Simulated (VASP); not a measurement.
GaSe, 8 atoms in the cell. It takes space group P6_3/mmc (No. 194, hexagonal). Conventional cell: a = 3.769 Å, b = 3.769 Å, c = 15.965 Å, α = 90.00°, β = 90.00°, γ = 120.00°. Within 3.2 Å of Ga (site symmetry 3m) lie 1 Ga at 2.44 Å and 3 Se at 2.47 Å. Within 3.3 Å of Se (site symmetry 3m) lie 3 Ga at 2.47 Å. 

* Program: VASP 6.6.1
* Task: relaxation of cell and atoms
* Functional: PBEsol
* Potentials or basis: VASP PAW PBE potentials, release 64 (Ga_d, Se)
* Cutoff: 500 eV
* k mesh: 9 × 9 × 2
* Occupations: gaussian, width 0.02 eV
* Spin: no spin polarisation
* Dipole correction: no
* Further INCAR settings: ALGO = Normal; EDIFF = 1e-07; IBRION = 2; EDIFFG = -0.005; NSW = 70; ISIF = 3

Potentials or basis: VASP PAW PBE potentials, release 64 (Ga_d, Se).

Launch:

```console
$ cat potpaw_PBE.64/Ga_d/POTCAR potpaw_PBE.64/Se/POTCAR > POTCAR
$ mpirun -np 1 vasp_std > vasp.out
```

Hardware: 1 thread of Intel(R) Xeon(R) 6975P-C (Granite Rapids), with other jobs on the host.

**Question.** How long does it take, and how much memory?

**Answer.** It took 17 min on 1 thread of Intel(R) Xeon(R) 6975P-C (Granite Rapids), with other jobs on the host, peak memory 0.39 GiB. Counts: scf iterations 130, k points 24, ion steps 16.
